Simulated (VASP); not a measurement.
A run of VASP 6.6.1 is set up as follows.

Contents of INCAR:

```
SYSTEM = SiC
PREC = Accurate
ENCUT = 600
EDIFF = 1E-6
ISMEAR = 0
SIGMA = 0.02
LREAL = .FALSE.
LASPH = .TRUE.
NELM = 60
ALGO = Normal
ISIF = 3
LWAVE = .FALSE.
LCHARG = .FALSE.
GGA = PE
IBRION = 2
NSW = 100
EDIFFG = -0.005
```

Contents of KPOINTS:

```
regular mesh
0
G
  12 12 2
  0 0 0
```

File POSCAR:

```
SiC
1.0
    3.0950000000      0.0000000000      0.0000000000
   -1.5475000000      2.6803486247      0.0000000000
    0.0000000000      0.0000000000     15.1700000000
Si C
6 6
Direct
    0.0000000000      0.0000000000      0.1250000000
    0.0000000000      0.0000000000      0.6250000000
    0.3333333333      0.6666666667      0.2917000000
    0.6666666667      0.3333333333      0.7917000000
    0.3333333333      0.6666666667      0.9583000000
    0.6666666667      0.3333333333      0.4583000000
    0.0000000000      0.0000000000      0.0000000000
    0.0000000000      0.0000000000      0.5000000000
    0.3333333333      0.6666666667      0.1667000000
    0.6666666667      0.3333333333      0.6667000000
    0.3333333333      0.6666666667      0.8333000000
    0.6666666667      0.3333333333      0.3333000000
```

Potentials or basis: VASP PAW PBE potentials, release 64 (Si, C).

Launch:

```bash
$ cat potpaw_PBE.64/Si/POTCAR potpaw_PBE.64/C/POTCAR > POTCAR
$ mpirun -np 1 vasp_std > vasp.out
```

Task: Estimate the relaxed volume.

Result: 10.49 Å³/atom.

Task: Predict the band gap on the k mesh.

Result: 2.03 eV, indirect (least direct gap 3.13 eV).

Task: Estimate the space group after relaxing (to 0.05 Å).

Result: P6_3mc (No. 186).

The path:
```tsv
step	energy change (eV)	largest force (eV/Å)	pressure (GPa)	volume (Å³)
1	0.0000	0.1415	0.05	125.85
2	-0.0001	0.1101	-0.04	125.90
3	-0.0009	0.0299	0.00	125.87
4	-0.0010	0.0045	-0.01	125.88
```

A k mesh can miss the band edges.
